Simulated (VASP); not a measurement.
Write the native input for VASP 6.6.1 that does the following.

- Task: single point
- Functional: PBEsol
- Potentials or basis: VASP PAW PBE potentials, release 64 (W_sv, C)
- Cutoff: 520 eV
- k mesh: 18 × 18 × 16
- Occupations: methfessel-paxton, width 0.2 eV
- Spin: no spin polarisation
- Dipole correction: no
- Further INCAR settings: ALGO = Normal; EDIFF = 1e-06; NBANDS = 16

The structure of WC lies in POSCAR:

```
WC
1.0
    2.9005014360      0.0000000000      0.0000000000
   -1.4502507180      2.5119079273      0.0000000000
    0.0000000000      0.0000000000      2.8290000000
W C
1 1
Direct
    0.0576808060      0.0422252806     -0.0530222694
    0.6666666667      0.3333333333      0.5000000000
```

This cell differs from its parent crystal: atom 1 (W) moved by (+0.150, -0.150) A along [1 1 0] and z.

The input as run:

INCAR

```
ALGO = Normal
EDIFF = 1E-6
ENCUT = 520
GGA = PS
ISIF = 2
ISMEAR = 1
LASPH = T
LCHARG = F
LREAL = F
LWAVE = F
NBANDS = 16
NELM = 60
PREC = Accurate
SIGMA = 0.2
```

KPOINTS

```
k-points
0
Gamma
  18 18 16
```

Potentials or basis: VASP PAW PBE potentials, release 64 (W_sv, C).

The run is started by

```sh
$ cat potpaw_PBE.64/W_sv/POTCAR potpaw_PBE.64/C/POTCAR > POTCAR
$ mpirun -np 1 vasp_std > vasp.out
```

Results of the run:

```yaml
Pressure: 9.6 GPa
Largest_force: 3.681 eV/Å
Band_gap_on_the_k_mesh: zero (band 9 reaches 11.74 eV, above the bottom of band 10 at 10.71 eV)
```

Caveat: the cell differs from its parent crystal (atom 1 (W) moved by (+0.150, -0.150) A along [1 1 0] and z); the PAW data sets were made with another functional, which shifts forces and pressure a little; spin-orbit coupling is left out, which moves the levels of the heavy elements.

It took 3.3 min on 1 thread of Intel(R) Xeon(R) 6975P-C (Granite Rapids), on a shared host, peak memory 0.88 GiB.
